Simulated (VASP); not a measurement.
CdSe, 4 atoms in the cell. It takes space group P6_3/mmc (No. 194, hexagonal). The conventional cell has a = 4.019 Å, b = 4.019 Å, c = 6.430 Å, α = 90.00°, β = 90.00°, γ = 120.00°. Cd (site symmetry -3m) has 6 Se at 2.82 Å and 2 Cd at 3.22 Å within 3.7 Å. Within 3.7 Å of Se (site symmetry -6m2) lie 6 Cd at 2.82 Å.  This cell differs from its parent crystal: uniaxial z strain -3.4%.

| Property | Result |
| --- | --- |
| Program | VASP 6.6.1 |
| Task | single point |
| Functional | PBE |
| Potentials or basis | VASP PAW PBE potentials, release 64 (Cd, Se) |
| Cutoff | 520 eV |
| k mesh | 12 × 12 × 4 |
| Occupations | fermi-dirac, width 0.02 eV |
| Spin | no spin polarisation |
| Dipole correction | no |
| Further INCAR settings | ALGO = Normal; EDIFF = 1e-06; NBANDS = 26 |

Potentials or basis: VASP PAW PBE potentials, release 64 (Cd, Se).

Command:

```console
$ cat potpaw_PBE.64/Cd/POTCAR potpaw_PBE.64/Se/POTCAR > POTCAR
$ mpirun -np 1 vasp_std > vasp.out
```

Hardware: 1 thread of Intel Xeon 8259CL, with other jobs on the host.

Problem. Estimate the wall time of this run.

Solution. Wall time 2.7 min on 1 thread of Intel Xeon 8259CL, on a shared host, peak memory 0.27 GiB. Counts: scf iterations 13, k points 57.
